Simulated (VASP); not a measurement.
# Na6Hf (Fm-3m) in VASP: notebook

The runs below take Na6Hf through single point, relaxation of cell and atoms, with PBE.

Everything below comes from runs of VASP 6.6.1. Logs are shortened: lines on timing, memory, paths and dates and some standing lists are left out, and cuts for length are marked.

**1. The cell of the first run**

Symmetry: Fm-3m, No. 225, cubic system. The conventional cell has a = 10.025 Å, b = 10.025 Å, c = 10.025 Å, α = 90.00°, β = 90.00°, γ = 90.00°. Na (site symmetry mmm) has 8 Na at 3.54 Å and 2 Hf at 3.54 Å within 4.7 Å. Within 4.7 Å of Hf (site symmetry m-3m) lie 12 Na at 3.54 Å.

**2. Single point, PBE**

Input file INCAR:

```
PREC = Accurate
ENCUT = 520
EDIFF = 1E-7
ISMEAR = 0
SIGMA = 0.1
LREAL = F
LASPH = T
NELM = 80
ALGO = Normal
ISIF = 2
LWAVE = F
LCHARG = F
GGA = PE
NBANDS = 35
```

Input file KPOINTS:

```
regular mesh
0
Gamma
  4 4 4
```

Input file POSCAR:

```
Na6Hf
1.0
    0.0000000000      5.0124973343      5.0124973343
    5.0124973343      0.0000000000      5.0124973343
    5.0124973343      5.0124973343      0.0000000000
Na Hf
6 1
Direct
    0.5000000000      0.5000000000      0.0000000000
    0.5000000000      0.0000000000      0.5000000000
    0.0000000000      0.0000000000      0.5000000000
    0.0000000000      0.5000000000      0.0000000000
    0.0000000000      0.5000000000      0.5000000000
    0.5000000000      0.0000000000      0.0000000000
    0.0000000000      0.0000000000      0.0000000000
```

Potentials or basis: VASP PAW PBE potentials, release 64 (Na_pv, Hf_pv).

Launch:

```
> cat potpaw_PBE.64/Na_pv/POTCAR potpaw_PBE.64/Hf_pv/POTCAR > POTCAR
> mpirun -np 1 vasp_std > vasp.out
```

OUTCAR:

```text
PREC = Accurate
   ENCUT = 520
   EDIFF = 1E-7
   ISMEAR = 0
   LREAL = F
   LASPH = T
   NELM = 80
   ISIF = 2
   GGA = PE

 ion  position               nearest neighbor table
   1  0.500  0.500  0.000-
   2  0.500  0.000  0.500-
   3  0.000  0.000  0.500-
   4  0.000  0.500  0.000-
   5  0.000  0.500  0.500-
   6  0.500  0.000  0.000-
   7  0.000  0.000  0.000-

  LATTYP: Found a face centered cubic cell.
 ALAT       =    10.0249946686

  Lattice vectors:

 A1 = (   0.0000000000,   5.0124973343,   5.0124973343)
 A2 = (   5.0124973343,   0.0000000000,   5.0124973343)
 A3 = (   5.0124973343,   5.0124973343,   0.0000000000)

Analysis of symmetry for initial positions (statically):
=====================================================================
 Subroutine PRICEL returns:
 Original cell was already a primitive cell.

 Routine SETGRP: Setting up the symmetry group for a
 face centered cubic supercell.

 Subroutine GETGRP returns: Found 48 space group operations
 (whereof 48 operations were pure point group operations)
 out of a pool of 48 trial point group operations.

The static configuration has the point symmetry O_h .

Analysis of symmetry for dynamics (positions and initial velocities):
=====================================================================
 Subroutine PRICEL returns:
 Original cell was already a primitive cell.

 Routine SETGRP: Setting up the symmetry group for a
 face centered cubic supercell.

 Subroutine GETGRP returns: Found 48 space group operations
 (whereof 48 operations were pure point group operations)
 out of a pool of 48 trial point group operations.

The dynamic configuration has the point symmetry O_h .

 Subroutine INISYM returns: Found 48 space group operations
 (whereof 48 operations are pure point group operations),
 and found     1 'primitive' translations

----------------------------------------------------------------------------------------

                                     Primitive cell

  volume of cell :     251.8793

  direct lattice vectors                    reciprocal lattice vectors
     0.000000000  5.012497334  5.012497334    -0.099750676  0.099750676  0.099750676
     5.012497334  0.000000000  5.012497334     0.099750676 -0.099750676  0.099750676
     5.012497334  5.012497334  0.000000000     0.099750676  0.099750676 -0.099750676

  length of vectors
     7.088741712  7.088741712  7.088741712     0.172773240  0.172773240  0.172773240

  position of ions in fractional coordinates (direct lattice)
     0.500000000  0.500000000  0.000000000
     0.500000000  0.000000000  0.500000000
     0.000000000  0.000000000  0.500000000
     0.000000000  0.500000000  0.000000000
     0.000000000  0.500000000  0.500000000
     0.500000000  0.000000000  0.000000000
     0.000000000  0.000000000  0.000000000

  ion indices of the primitive-cell ions
   primitive index   ion index
                 1           1
                 2           2
                 3           3
                 4           4
                 5           5
                 6           6
                 7           7

----------------------------------------------------------------------------------------

 KPOINTS: regular mesh

Automatic generation of k-mesh.
 Grid dimensions read from file:
 generate k-points for:    4    4    4

 Generating k-lattice:

  Cartesian coordinates                     Fractional coordinates (reciprocal lattice)
    -0.024937669  0.024937669  0.024937669     0.250000000  0.000000000  0.000000000
     0.024937669 -0.024937669  0.024937669     0.000000000  0.250000000  0.000000000
     0.024937669  0.024937669 -0.024937669     0.000000000  0.000000000  0.250000000

  Length of vectors
     0.043193310  0.043193310  0.043193310

  Shift w.r.t. Gamma in fractional coordinates (k-lattice)
     0.000000000  0.000000000  0.000000000

 Subroutine IBZKPT returns following result:
 ===========================================

 Found      8 irreducible k-points:

 Following reciprocal coordinates:
            Coordinates               Weight
  0.000000  0.000000  0.000000      1.000000
  0.250000  0.000000  0.000000      8.000000
  0.500000  0.000000  0.000000      4.000000
  0.250000  0.250000  0.000000      6.000000
  0.500000  0.250000  0.000000     24.000000
 -0.250000  0.250000  0.000000     12.000000
  0.500000  0.500000  0.000000      3.000000
 -0.250000  0.500000  0.250000      6.000000
   k-points           NKPTS =      8   k-points in BZ     NKDIM =      8   number of bands    NBANDS=     35
   number of dos      NEDOS =    301   number of ions     NIONS =      7
   total plane-waves  NPLWV = 157464
   dimension x,y,z NGX =    54 NGY =   54 NGZ =   54
   dimension x,y,z NGXF=   108 NGYF=  108 NGZF=  108
   ions per type =               6   1
   NGX,Y,Z   is equivalent  to a cutoff of  12.66, 12.66, 12.66 a.u.
   NGXF,Y,Z  is equivalent  to a cutoff of  25.33, 25.33, 25.33 a.u.
 SYSTEM =  unknown system
   PREC   = accura    normal or accurate (medium, high low for compatibility)
   ISTART =      0    job   : 0-new  1-cont  2-samecut
   ICHARG =      2    charge: 1-file 2-atom 10-const
   ISPIN  =      1    spin polarized calculation?
   LNONCOLLINEAR =      F non collinear calculations
   LSORBIT =      F    spin-orbit coupling
   LASPH  =      T    aspherical Exc in radial PAW
   ENCUT  =  520.0 eV  38.22 Ry    6.18 a.u.  13.18 13.18 13.18*2*pi/ulx,y,z
   NELM   =     80;   NELMIN=  2; NELMDL= -5     # of ELM steps
   EDIFF  = 0.1E-06   stopping-criterion for ELM
   LREAL  =      F    real-space projection
   EDIFFG = 0.1E-05   stopping-criterion for IOM
   NSW    =      0    number of steps for IOM
   IBRION =     -1    ionic relax: 0-MD 1-quasi-New 2-CG
   NFREE  =      0    steps in history (QN), initial steepest desc. (CG)
   ISIF   =      2    stress and relaxation
   ISYM   =      2    0-nonsym 1-usesym 2-fastsym
   POTIM  = 0.5000    time-step for ionic-motion
   TEBEG  =    0.0;   TEEND  =   0.0 temperature during run
   PSTRESS=    0.0 pullay stress
   NELECT =      52.0000    total number of electrons
   NUPDOWN=      -1.0000    fix difference up-down
   EMIN   =  10.00;   EMAX   =-10.00  energy-range for DOS
   EFERMI =   0.00;   METHOD = LEGACY
   ISMEAR =     0;   SIGMA  =   0.10  broadening in eV -4-tet -1-fermi 0-gaus
   EFERMI_NEDOS =   21; number of points for ismear=-14 and -15
   IALGO  =     38    algorithm
   IMIX   =      4    mixing-type and parameters
     AMIX     =   0.40;   BMIX     =  1.00
     AMIX_MAG =   1.60;   BMIX_MAG =  1.00
  volume/ion in A,a.u.               =      35.98       242.82
  Fermi-wavevector in a.u.,A,eV,Ry     =   0.967561  1.828426 12.737431  0.936175
  Thomas-Fermi vector in A             =   2.097457
   LORBIT       =      0    0 simple, 1 ext, 2 COOP (PROOUT), +10 PAW based schemes
   GGA     = PE    functional components
   LHFCALC =     F    Hartree Fock is set to
   AEXX    =    0.0000 exact exchange contribution
   IVDW    =     0    specifies the selected vdW correction
   LEPSILON=     F    determine dielectric tensor
   LRPA    =     F    only Hartree local field effects (RPA)
 non-spin polarized calculation
 Gauss-broadening in eV      SIGMA  =   0.10
  energy-cutoff  :      520.00
  volume of cell :      251.88
 maximum number of plane-waves:      6855
 NGX is ok and might be reduce to    54
   NGX = 27   NGY = 27   NGZ = 27

 number of electron      52.0000055 magnetization

 Free energy of the ion-electron system (eV)
  ---------------------------------------------------
  ext. energy  EPLUGINS =         0.00000000
  ---------------------------------------------------
  free energy    TOTEN  =       -13.68882849 eV

  energy without entropy =      -13.66980114  energy(sigma->0) =      -13.67931482

 E-fermi :   0.3748     XC(G=0):  -6.9094

 val. band max:        0.3162920817   @ k =  -0.2500   0.2500   0.0000
 cond. band min:       0.4631314976   @ k =  -0.2500   0.2500   0.0000
 fundamental gap:      0.1468394159
 Fermi energy:         0.3748236299

 k-point     1 :       0.0000    0.0000    0.0000
  band No.  band energies     occupation
      1     -31.7334      2.00000
      2     -31.7334      2.00000
      3     -31.7334      2.00000
      4     -24.0783      2.00000
      5     -24.0618      2.00000
      6     -24.0618      2.00000
[... 27 lines left out ...]
     34       3.0937      0.00000
     35       3.0937      0.00000

 k-point     2 :       0.2500    0.0000    0.0000
  band No.  band energies     occupation
      1     -31.7334      2.00000
      2     -31.7334      2.00000
      3     -31.7333      2.00000
      4     -24.0733      2.00000
      5     -24.0621      2.00000
      6     -24.0574      2.00000
[... 27 lines left out ...]
     34       3.0975      0.00000
     35       3.0975      0.00000

 k-point     3 :       0.5000    0.0000    0.0000
  band No.  band energies     occupation
      1     -31.7334      2.00000
      2     -31.7334      2.00000
      3     -31.7333      2.00000
      4     -24.0667      2.00000
      5     -24.0635      2.00000
      6     -24.0507      2.00000
[... 27 lines left out ...]
     34       3.1224      0.00000
     35       3.8856      0.00000

 k-point     4 :       0.2500    0.2500    0.0000
  band No.  band energies     occupation
      1     -31.7334      2.00000
      2     -31.7334      2.00000
      3     -31.7333      2.00000
      4     -24.0714      2.00000
      5     -24.0582      2.00000
      6     -24.0582      2.00000
[... 27 lines left out ...]
     34       3.5106      0.00000
     35       3.5106      0.00000

 k-point     5 :       0.5000    0.2500    0.0000
  band No.  band energies     occupation
      1     -31.7334      2.00000
      2     -31.7333      2.00000
      3     -31.7333      2.00000
      4     -24.0636      2.00000
      5     -24.0591      2.00000
      6     -24.0521      2.00000
[... 27 lines left out ...]
     34       3.6049      0.00000
     35       3.9728      0.00000

 k-point     6 :      -0.2500    0.2500    0.0000
  band No.  band energies     occupation
      1     -31.7334      2.00000
      2     -31.7333      2.00000
      3     -31.7333      2.00000
      4     -24.0666      2.00000
      5     -24.0603      2.00000
      6     -24.0544      2.00000
[... 27 lines left out ...]
     34       3.2865      0.00000
     35       3.9097      0.00000

 k-point     7 :       0.5000    0.5000    0.0000
  band No.  band energies     occupation
      1     -31.7333      2.00000
      2     -31.7333      2.00000
      3     -31.7333      2.00000
      4     -24.0604      2.00000
      5     -24.0538      2.00000
      6     -24.0531      2.00000
[... 27 lines left out ...]
     34       4.2767      0.00000
     35       4.2767      0.00000

 k-point     8 :      -0.2500    0.5000    0.2500
  band No.  band energies     occupation
      1     -31.7333      2.00000
      2     -31.7333      2.00000
      3     -31.7333      2.00000
      4     -24.0574      2.00000
      5     -24.0574      2.00000
      6     -24.0522      2.00000
[... 27 lines left out ...]
     34       2.8334      0.00000
     35       4.6426      0.00000

------------------------ aborting loop because EDIFF is reached ----------------------------------------

  FORCE on cell =-STRESS in cart. coord.  units (eV):
  Direction    XX          YY          ZZ          XY          YZ          ZX
  --------------------------------------------------------------------------------------
  -------------------------------------------------------------------------------------
  Total        0.0386360      0.0386360      0.0386360      0.0000000      0.0000000     -0.0000000
  in kB        0.2457593      0.2457593      0.2457593      0.0000000      0.0000000     -0.0000000
  external PRESSURE =       0.2457593 kB  Pullay stress =       0.0000000 kB

 VOLUME and BASIS-vectors are now :
 -----------------------------------------------------------------------------
  energy-cutoff  :      520.00
  volume of cell :      251.88
      direct lattice vectors                 reciprocal lattice vectors
     0.000000000  5.012497334  5.012497334    -0.099750676  0.099750676  0.099750676
     5.012497334  0.000000000  5.012497334     0.099750676 -0.099750676  0.099750676
     5.012497334  5.012497334  0.000000000     0.099750676  0.099750676 -0.099750676

 POSITION                                       TOTAL-FORCE (eV/Angst)
 -----------------------------------------------------------------------------------
      2.50625      2.50625      5.01250         0.000000     -0.000000      0.000000
      2.50625      5.01250      2.50625        -0.000000     -0.000000      0.000000
      2.50625      2.50625      0.00000         0.000000     -0.000000     -0.000000
      2.50625      0.00000      2.50625         0.000000     -0.000000      0.000000
      5.01250      2.50625      2.50625         0.000000      0.000000     -0.000000
      0.00000      2.50625      2.50625        -0.000000      0.000000     -0.000000
      0.00000      0.00000      0.00000         0.000000     -0.000000      0.000000
 -----------------------------------------------------------------------------------
    total drift:                               -0.000000      0.000000     -0.000000

  FREE ENERGIE OF THE ION-ELECTRON SYSTEM (eV)
  ---------------------------------------------------
  free  energy   TOTEN  =       -13.6888284885 eV

  energy  without entropy=      -13.6698011426  energy(sigma->0) =      -13.67931482
```

Run time: 1.9 min. Hardware: 1 thread of Intel Xeon 6975P-C, shared host; peak memory 0.41 GiB.

Results:

| Quantity | Value |
| --- | --- |
| Free energy | -13.6888 eV |
| Pressure | 0.0 GPa |
| Band gap on the k mesh | zero (band 26 reaches 0.60 eV, above the bottom of band 27 at 0.10 eV) |

Levels at points of the mesh, in eV from the Fermi level:
```tsv
k point	band 24	band 25	band 26	band 27	band 28	band 29
(0.00, 0.00, 0.00)	-0.16	-0.16	0.23	0.23	0.61	0.78
(0.50, 0.00, 0.00)	-0.47	-0.14	-0.14	0.32	0.32	0.45
(0.50, 0.50, 0.00)	-0.85	-0.53	-0.28	-0.28	0.31	0.31
```

Caveat: spin-orbit coupling is left out, which moves the levels of the heavy elements.

**3. Relaxation of cell and atoms, PBE**

This run uses another cell than the first one, of 21.31 Å³/atom, 0.592 times its volume.

Input file INCAR:

```
ALGO = Normal ; EDIFF = 1E-7
EDIFFG = -0.04 ; ENCUT = 600
GGA = PE ; IBRION = 2
ISIF = 3 ; ISMEAR = 0
LASPH = True ; LCHARG = False
LREAL = False ; LWAVE = False
NELM = 60 ; NSW = 90
PREC = Accurate ; SIGMA = 0.1
```

Input file KPOINTS:

```
k-points
0
Gamma
  4 4 4
```

Edit POSCAR of step 2 so:

```diff
@@ -2,5 +2,5 @@
 1.0
-    0.0000000000      5.0124973343      5.0124973343
-    5.0124973343      0.0000000000      5.0124973343
-    5.0124973343      5.0124973343      0.0000000000
+    0.0000000000      4.2096819000      4.2096819000
+    4.2096819000      0.0000000000      4.2096819000
+    4.2096819000      4.2096819000      0.0000000000
 Na Hf
```

Potentials or basis: VASP PAW PBE potentials, release 64 (Na_pv, Hf_pv).

Launch:

```
> cat potpaw_PBE.64/Na_pv/POTCAR potpaw_PBE.64/Hf_pv/POTCAR > POTCAR
> mpirun -np 1 vasp_std > vasp.out
```

Wall time 4.5 min (1 thread of Intel Xeon 6975P-C, shared host); peak memory 0.35 GiB.

Results (log left out):

```yaml
Free_energy: -13.6563 eV
Relaxed_volume: 35.66 Å³/atom
Relaxed_cell: a = 7.068 Å, b = 7.068 Å, c = 7.068 Å, α = 60.00°, β = 60.00°, γ = 60.00°
Space_group_after_relaxing_to_0.05_Å: Fm-3m (No. 225)
Energy_gained_by_relaxing: 482.7 meV/atom
Ionic_steps: 5
Pressure_after_relaxing: 0.0 GPa
Band_gap_on_the_k_mesh: zero (band 26 reaches 0.63 eV, above the bottom of band 27 at 0.12 eV)
```

Step by step:
```
step  energy change (eV)  largest force (eV/Å)  pressure (GPa)  volume (Å³)
   1              0.0000                0.0000           16.04       149.20
   2             -2.8489                0.0000            4.08       200.20
   3             -3.3156                0.0000            1.13       230.64
   4             -3.3763                0.0000            0.20       245.85
   5             -3.3787                0.0000            0.00       249.65
```

Final structure:
```
CELL_PARAMETERS angstrom
0.00000 4.99770 4.99770
4.99770 0.00000 4.99770
4.99770 4.99770 0.00000
ATOMIC_POSITIONS crystal
Na 0.50000 0.50000 0.00000
Na 0.50000 0.00000 0.50000
Na 0.00000 0.00000 0.50000
Na 0.00000 0.50000 0.00000
Na 0.00000 0.50000 0.50000
Na 0.50000 0.00000 0.00000
Hf 0.00000 0.00000 0.00000
```

Levels at points of the mesh, in eV from the Fermi level:
```
           k point  band 24  band 25  band 26  band 27  band 28  band 29
(0.00, 0.00, 0.00)    -0.16    -0.16     0.23     0.23     0.62     0.79
(0.50, 0.00, 0.00)    -0.47    -0.14    -0.14     0.32     0.32     0.46
(0.50, 0.50, 0.00)    -0.86    -0.53    -0.28    -0.28     0.31     0.31
```

Caveat: the volume moved by over 15 % at a fixed basis, so the end points are rough; spin-orbit coupling is left out, which moves the levels of the heavy elements.
